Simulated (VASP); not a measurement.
# BeI (F-43m) in VASP: further runs

The runs below take BeI through single point, relaxation of cell and atoms, with PBE.

Program: VASP 6.6.1. These are calculated values, not measurements. Logs are shortened: lines on timing, memory, paths and dates and some standing lists are left out, and cuts for length are marked.

## (1) The cell of the first run

The structure is cubic, space group F-43m (No. 216). The conventional cell has a = 6.071 Å, b = 6.071 Å, c = 6.071 Å, α = 90.00°, β = 90.00°, γ = 90.00°. Be (site symmetry -43m) has 4 I at 2.63 Å within 3.5 Å. I (site symmetry -43m) has 4 Be at 2.63 Å within 3.5 Å.

## (2) Single point, PBE

File INCAR:

```
ALGO = Normal
EDIFF = 1E-6
ENCUT = 520
GGA = PE
ISIF = 2
ISMEAR = 0
LASPH = T
LCHARG = T
LELF = T
LREAL = F
LVHAR = T
LWAVE = F
NBANDS = 12
NELM = 80
PREC = Accurate
SIGMA = 0.1
```

File KPOINTS:

```
k-points
0
Gamma
  6 6 6
```

File POSCAR:

```
BeI
1.0
    0.0000000000      3.0355654903      3.0355654903
    3.0355654903      0.0000000000      3.0355654903
    3.0355654903      3.0355654903      0.0000000000
Be I
1 1
Direct
    0.0000000000      0.0000000000      0.0000000000
    0.7500000000      0.7500000000      0.7500000000
```

Potentials or basis: VASP PAW PBE potentials, release 64 (Be, I).

Started as:

```console
> cat potpaw_PBE.64/Be/POTCAR potpaw_PBE.64/I/POTCAR > POTCAR
> mpirun -np 1 vasp_std > vasp.out
```

OUTCAR:

```text
EDIFF = 1E-6
   ENCUT = 520
   GGA = PE
   ISIF = 2
   ISMEAR = 0
   LASPH = T
   LREAL = F
   NELM = 80
   PREC = Accurate

 ion  position               nearest neighbor table
   1  0.000  0.000  0.000-   2 2.63   2 2.63   2 2.63   2 2.63
   2  0.750  0.750  0.750-   1 2.63   1 2.63   1 2.63   1 2.63

  LATTYP: Found a face centered cubic cell.
 ALAT       =     6.0711309806

  Lattice vectors:

 A1 = (   0.0000000000,   3.0355654903,   3.0355654903)
 A2 = (   3.0355654903,   0.0000000000,   3.0355654903)
 A3 = (   3.0355654903,   3.0355654903,   0.0000000000)

Analysis of symmetry for initial positions (statically):
=====================================================================
 Subroutine PRICEL returns:
 Original cell was already a primitive cell.

 Routine SETGRP: Setting up the symmetry group for a
 face centered cubic supercell.

 Subroutine GETGRP returns: Found 24 space group operations
 (whereof 24 operations were pure point group operations)
 out of a pool of 48 trial point group operations.

The static configuration has the point symmetry T_d .

Analysis of symmetry for dynamics (positions and initial velocities):
=====================================================================
 Subroutine PRICEL returns:
 Original cell was already a primitive cell.

 Routine SETGRP: Setting up the symmetry group for a
 face centered cubic supercell.

 Subroutine GETGRP returns: Found 24 space group operations
 (whereof 24 operations were pure point group operations)
 out of a pool of 48 trial point group operations.

The dynamic configuration has the point symmetry T_d .

 Subroutine INISYM returns: Found 24 space group operations
 (whereof 24 operations are pure point group operations),
 and found     1 'primitive' translations

----------------------------------------------------------------------------------------

                                     Primitive cell

  volume of cell :      55.9434

  direct lattice vectors                    reciprocal lattice vectors
     0.000000000  3.035565490  3.035565490    -0.164713956  0.164713956  0.164713956
     3.035565490  0.000000000  3.035565490     0.164713956 -0.164713956  0.164713956
     3.035565490  3.035565490  0.000000000     0.164713956  0.164713956 -0.164713956

  length of vectors
     4.292937886  4.292937886  4.292937886     0.285292940  0.285292940  0.285292940

  position of ions in fractional coordinates (direct lattice)
     0.000000000  0.000000000  0.000000000
     0.750000000  0.750000000  0.750000000

  ion indices of the primitive-cell ions
   primitive index   ion index
                 1           1
                 2           2

----------------------------------------------------------------------------------------

 KPOINTS: k-points

Automatic generation of k-mesh.
 Grid dimensions read from file:
 generate k-points for:    6    6    6

 Generating k-lattice:

  Cartesian coordinates                     Fractional coordinates (reciprocal lattice)
    -0.027452326  0.027452326  0.027452326     0.166666667  0.000000000  0.000000000
     0.027452326 -0.027452326  0.027452326     0.000000000  0.166666667  0.000000000
     0.027452326  0.027452326 -0.027452326     0.000000000  0.000000000  0.166666667

  Length of vectors
     0.047548823  0.047548823  0.047548823

  Shift w.r.t. Gamma in fractional coordinates (k-lattice)
     0.000000000  0.000000000  0.000000000

 Subroutine IBZKPT returns following result:
 ===========================================

 Found     16 irreducible k-points:

 Following reciprocal coordinates:
            Coordinates               Weight
  0.000000  0.000000  0.000000      1.000000
  0.166667  0.000000  0.000000      8.000000
  0.333333  0.000000  0.000000      8.000000
  0.500000  0.000000  0.000000      4.000000
  0.166667  0.166667  0.000000      6.000000
  0.333333  0.166667  0.000000     24.000000
[... 8 lines left out ...]
 -0.333333  0.333333  0.166667     24.000000
 -0.333333  0.500000  0.166667     12.000000
   k-points           NKPTS =     16   k-points in BZ     NKDIM =     16   number of bands    NBANDS=     12
   number of dos      NEDOS =    301   number of ions     NIONS =      2
   total plane-waves  NPLWV =  32768
   dimension x,y,z NGX =    32 NGY =   32 NGZ =   32
   dimension x,y,z NGXF=    64 NGYF=   64 NGZF=   64
   ions per type =               1   1
   NGX,Y,Z   is equivalent  to a cutoff of  12.39, 12.39, 12.39 a.u.
   NGXF,Y,Z  is equivalent  to a cutoff of  24.78, 24.78, 24.78 a.u.
 SYSTEM =  unknown system
   PREC   = accura    normal or accurate (medium, high low for compatibility)
   ISTART =      0    job   : 0-new  1-cont  2-samecut
   ICHARG =      2    charge: 1-file 2-atom 10-const
   ISPIN  =      1    spin polarized calculation?
   LNONCOLLINEAR =      F non collinear calculations
   LSORBIT =      F    spin-orbit coupling
   LASPH  =      T    aspherical Exc in radial PAW
   ENCUT  =  520.0 eV  38.22 Ry    6.18 a.u.   7.98  7.98  7.98*2*pi/ulx,y,z
   NELM   =     80;   NELMIN=  2; NELMDL= -5     # of ELM steps
   EDIFF  = 0.1E-05   stopping-criterion for ELM
   LREAL  =      F    real-space projection
   EDIFFG = 0.1E-04   stopping-criterion for IOM
   NSW    =      0    number of steps for IOM
   IBRION =     -1    ionic relax: 0-MD 1-quasi-New 2-CG
   NFREE  =      0    steps in history (QN), initial steepest desc. (CG)
   ISIF   =      2    stress and relaxation
   ISYM   =      2    0-nonsym 1-usesym 2-fastsym
   POTIM  = 0.5000    time-step for ionic-motion
   TEBEG  =    0.0;   TEEND  =   0.0 temperature during run
   PSTRESS=    0.0 pullay stress
   NELECT =       9.0000    total number of electrons
   NUPDOWN=      -1.0000    fix difference up-down
   EMIN   =  10.00;   EMAX   =-10.00  energy-range for DOS
   EFERMI =   0.00;   METHOD = LEGACY
   ISMEAR =     0;   SIGMA  =   0.10  broadening in eV -4-tet -1-fermi 0-gaus
   EFERMI_NEDOS =   21; number of points for ismear=-14 and -15
   IALGO  =     38    algorithm
   IMIX   =      4    mixing-type and parameters
     AMIX     =   0.40;   BMIX     =  1.00
     AMIX_MAG =   1.60;   BMIX_MAG =  1.00
  volume/ion in A,a.u.               =      27.97       188.76
  Fermi-wavevector in a.u.,A,eV,Ry     =   0.890375  1.682564 10.786247  0.792767
  Thomas-Fermi vector in A             =   2.012057
   LORBIT       =      0    0 simple, 1 ext, 2 COOP (PROOUT), +10 PAW based schemes
   GGA     = PE    functional components
   LHFCALC =     F    Hartree Fock is set to
   AEXX    =    0.0000 exact exchange contribution
   IVDW    =     0    specifies the selected vdW correction
   LEPSILON=     F    determine dielectric tensor
   LRPA    =     F    only Hartree local field effects (RPA)
 non-spin polarized calculation
 Gauss-broadening in eV      SIGMA  =   0.10
  energy-cutoff  :      520.00
  volume of cell :       55.94
 maximum number of plane-waves:      1524
   NGX = 15   NGY = 15   NGZ = 15

 number of electron       9.0000001 magnetization

 Free energy of the ion-electron system (eV)
  ---------------------------------------------------
  ext. energy  EPLUGINS =         0.00000000
  ---------------------------------------------------
  free energy    TOTEN  =        -3.62156098 eV

  energy without entropy =       -3.60065850  energy(sigma->0) =       -3.61110974

 E-fermi :   5.5957     XC(G=0):  -8.3179

 val. band max:        5.5557428342   @ k =  -0.1667   0.1667   0.0000
 cond. band min:       5.6275840058   @ k =  -0.3333   0.1667   0.0000
 fundamental gap:      0.0718411716
 Fermi energy:         5.5956627874

 k-point     1 :       0.0000    0.0000    0.0000
  band No.  band energies     occupation
      1     -10.4095      2.00000
      2       1.2007      2.00000
      3       1.2007      2.00000
      4       1.2007      2.00000
      5       4.1276      2.00000
      6       6.4261      0.00000
      7       6.4261      0.00000
      8       6.4261      0.00000
      9      10.7466      0.00000
     10      12.2162      0.00000
     11      12.2162      0.00000
     12      13.7429      0.00000

 k-point     2 :       0.1667    0.0000    0.0000
  band No.  band energies     occupation
      1     -10.2888      2.00000
      2      -0.0170      2.00000
      3       1.0375      2.00000
      4       1.0375      2.00000
      5       4.8696      2.00000
      6       6.7416      0.00000
      7       6.7416      0.00000
      8       6.9124      0.00000
      9      11.3285      0.00000
     10      11.4592      0.00000
     11      11.4592      0.00000
     12      13.2469      0.00000

 k-point     3 :       0.3333    0.0000    0.0000
  band No.  band energies     occupation
      1     -10.0218      2.00000
      2      -1.5377      2.00000
      3       0.7585      2.00000
      4       0.7585      2.00000
      5       4.9112      2.00000
      6       7.1204      0.00000
      7       7.1204      0.00000
      8       8.8212      0.00000
      9      11.4109      0.00000
     10      11.7471      0.00000
     11      11.7471      0.00000
     12      13.7496      0.00000
[... 166 lines left out ...]
 k-point    15 :      -0.3333    0.3333    0.1667
  band No.  band energies     occupation
      1      -9.7346      2.00000
      2      -1.7148      2.00000
      3      -0.7330      2.00000
      4      -0.0075      2.00000
      5       6.4025      0.00000
      6       7.0104      0.00000
      7       8.1871      0.00000
      8       9.0408      0.00000
      9      10.3554      0.00000
     10      12.8822      0.00000
     11      13.5050      0.00000
     12      14.8611      0.00000

 k-point    16 :      -0.3333    0.5000    0.1667
  band No.  band energies     occupation
      1      -9.6873      2.00000
      2      -1.7183      2.00000
      3      -0.6424      2.00000
      4      -0.3819      2.00000
      5       6.1649      0.00000
      6       6.4505      0.00000
      7       8.7790      0.00000
      8       9.1426      0.00000
      9      11.7998      0.00000
     10      12.3522      0.00000
     11      14.2779      0.00000
     12      14.8480      0.00000

------------------------ aborting loop because EDIFF is reached ----------------------------------------

  FORCE on cell =-STRESS in cart. coord.  units (eV):
  Direction    XX          YY          ZZ          XY          YZ          ZX
  --------------------------------------------------------------------------------------
  -------------------------------------------------------------------------------------
  Total       -0.0891288     -0.0891288     -0.0891288      0.0000000     -0.0000000     -0.0000000
  in kB       -2.5525833     -2.5525833     -2.5525833      0.0000000     -0.0000000     -0.0000000
  external PRESSURE =      -2.5525833 kB  Pullay stress =       0.0000000 kB

 VOLUME and BASIS-vectors are now :
 -----------------------------------------------------------------------------
  energy-cutoff  :      520.00
  volume of cell :       55.94
      direct lattice vectors                 reciprocal lattice vectors
     0.000000000  3.035565490  3.035565490    -0.164713956  0.164713956  0.164713956
     3.035565490  0.000000000  3.035565490     0.164713956 -0.164713956  0.164713956
     3.035565490  3.035565490  0.000000000     0.164713956  0.164713956 -0.164713956

 POSITION                                       TOTAL-FORCE (eV/Angst)
 -----------------------------------------------------------------------------------
      0.00000      0.00000      0.00000        -0.000000     -0.000000     -0.000000
      4.55335      4.55335      4.55335         0.000000      0.000000      0.000000
 -----------------------------------------------------------------------------------
    total drift:                               -0.000000     -0.000000     -0.000000

  FREE ENERGIE OF THE ION-ELECTRON SYSTEM (eV)
  ---------------------------------------------------
  free  energy   TOTEN  =        -3.6215609820 eV

  energy  without entropy=       -3.6006584999  energy(sigma->0) =       -3.61110974
```

Wall time 6 s (1 thread of Intel Xeon 6975P-C (Granite Rapids), shared host); peak memory 0.17 GiB.

Results:

| Quantity | Value |
| --- | --- |
| Free energy | -3.6216 eV |
| Pressure | -0.3 GPa |
| Band gap on the k mesh | zero (an odd number of electrons rules out a gap without spin polarisation) |

Caveat: spin-orbit coupling is left out, which moves the levels of the heavy elements; an odd number of electrons without spin polarisation forces a metal; a magnetic or distorted state may lie lower.

## (3) Single point, PBE

This run uses another cell than the first one, of 27.56 Å³/atom.

File INCAR:

```
PREC     = Accurate       # precision mode
ENCUT    = 520            # plane-wave cutoff, eV
EDIFF    = 1E-6           # SCF threshold, eV
ISMEAR   = 0              # smearing method
SIGMA    = 0.1            # smearing width, eV
LREAL    = False          # projectors in reciprocal space
LASPH    = True           # aspherical terms in the spheres
NELM     = 60             # most SCF steps
ALGO     = Normal         # electronic algorithm
ISIF     = 2              # what is computed and relaxed
LWAVE    = False          # write WAVECAR
LCHARG   = True           # write CHGCAR
GGA      = PE             # functional
LELF     = True           # ELF
LVHAR    = True         
NBANDS   = 12             # bands
```

File KPOINTS:

```
regular mesh
0
Gamma
  16 16 16
```

File POSCAR:

```
BeI
1.0
    0.0000000000      3.0205553212      3.0205553212
    3.0205553212      0.0000000000      3.0205553212
    3.0205553212      3.0205553212      0.0000000000
Be I
1 1
Direct
    0.0000000000      0.0000000000      0.0000000000
    0.7500000000      0.7500000000      0.7500000000
```

Potentials or basis: VASP PAW PBE potentials, release 64 (Be, I).

Started as:

```console
> cat potpaw_PBE.64/Be/POTCAR potpaw_PBE.64/I/POTCAR > POTCAR
> mpirun -np 1 vasp_std > vasp.out
```

Run time: 24 s. Hardware: 1 thread of Intel Xeon 6975P-C (Granite Rapids), shared host; peak memory 0.24 GiB.

It converged, with:

| Property | Result |
| --- | --- |
| Free energy | -3.6123 eV |
| Pressure | 0.0 GPa |
| Band gap on the k mesh | zero (an odd number of electrons rules out a gap without spin polarisation) |

Levels at points of the mesh, in eV from the Fermi level:
| k point | band 3 | band 4 | band 5 | band 6 | band 7 | band 8 |
| --- | --- | --- | --- | --- | --- | --- |
| (0.00, 0.00, 0.00) | -4.46 | -4.46 | -1.47 | 0.76 | 0.76 | 0.76 |
| (0.50, 0.00, 0.00) | -5.04 | -5.04 | -0.81 | 1.51 | 1.51 | 4.37 |
| (0.50, 0.50, 0.00) | -5.91 | -5.91 | -0.68 | -0.26 | 4.85 | 4.85 |

Caveat: spin-orbit coupling is left out, which moves the levels of the heavy elements; an odd number of electrons without spin polarisation forces a metal; a magnetic or distorted state may lie lower.

(Continued in part 2 of 2.)

The gap in the log of VASP goes by the Fermi energy; the results here count the filled bands.